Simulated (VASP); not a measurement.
ZnO (base), 4 atoms in the cell. It takes space group P6_3mc (No. 186, hexagonal). The conventional cell has a = 3.230 Å, b = 3.230 Å, c = 5.214 Å, α = 90.00°, β = 90.00°, γ = 120.00°. Within 2.6 Å of Zn (site symmetry 3m) lie 4 O at 1.97 to 1.98 Å. Within 2.6 Å of O (site symmetry 3m) lie 4 Zn at 1.97 to 1.98 Å. 

```yaml
Program: VASP 6.6.1
Task: single point
Functional: PBEsol
Potentials_or_basis: VASP PAW PBE potentials, release 64 (Zn, O)
Cutoff: 600 eV
k_mesh: 9 × 9 × 6
Occupations: gaussian, width 0.02 eV
Spin: no spin polarisation
Dipole_correction: no
Further_INCAR_settings: ALGO = Normal; EDIFF = 1e-06; NBANDS = 26
```

Potentials or basis: VASP PAW PBE potentials, release 64 (Zn, O).

The run is started by

```bash
$ cat potpaw_PBE.64/Zn/POTCAR potpaw_PBE.64/O/POTCAR > POTCAR
$ mpirun -np 1 vasp_std > vasp.out
```

Hardware: 1 thread of AMD EPYC 7R13 (shared host).

**Question.** How long does it take, and how much memory?

**Answer.** Run time: 98 s on 1 thread of AMD EPYC 7R13, with other jobs on the host, peak memory 0.18 GiB. Counts: scf iterations 13, k points 48.
